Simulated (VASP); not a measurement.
Runs of VASP 6.6.1 on YbB2. The structure is that of space group P6/mmm (No. 191), or close to it. The cells are those of the table. 

```csv
task,cell,cutoff (eV),gap on the mesh (eV),pressure (GPa)
single point,"a = 3.229, b = 3.229, c = 3.846 Å, angles 90.0, 90.0, 120.0°, 3 atoms",520,none,0.4
single point,"a = 3.315, b = 3.315, c = 3.979 Å, angles 90.0, 90.0, 120.0°, 3 atoms",520,none,(a)
single point,"a = 3.199, b = 3.199, c = 3.801 Å, angles 90.0, 90.0, 120.0°, 3 atoms",520,none,5.0
single point,"a = 3.168, b = 3.168, c = 3.757 Å, angles 90.0, 90.0, 120.0°, 3 atoms",520,none,(b)
single point,"a = 3.258, b = 3.258, c = 3.891 Å, angles 90.0, 90.0, 120.0°, 3 atoms",520,none,-3.9
single point,"a = 3.135, b = 3.135, c = 3.713 Å, angles 90.0, 90.0, 120.0°, 3 atoms",520,none,16.8
relaxation of shape and atoms at fixed volume,"relaxed from a = 3.133, b = 3.133, c = 3.717 Å, angles 90.0, 90.0, 120.0°, 3 atoms",600,none,17.7
single point,"a = 3.287, b = 3.287, c = 3.935 Å, angles 90.0, 90.0, 120.0°, 3 atoms",520,none,-7.5
```

Alike in all rows: level PBE; potentials or basis VASP PAW PBE potentials, release 64 (Yb, B); no spin polarisation; k mesh 15 × 15 × 12; smearing gaussian 0.1 eV.

Estimate the missing entries.

(a) -10.2; (b) 10.5.

Caveats: spin-orbit coupling is left out, which moves the levels of the heavy elements; the cell stands under tension (at least some runs); the cell stands under pressure (at least some runs).

A k mesh can miss the band edges, and the runs leave out spin-orbit coupling on Yb.

A gap of «none» marks levels without a gap at the run's occupations.
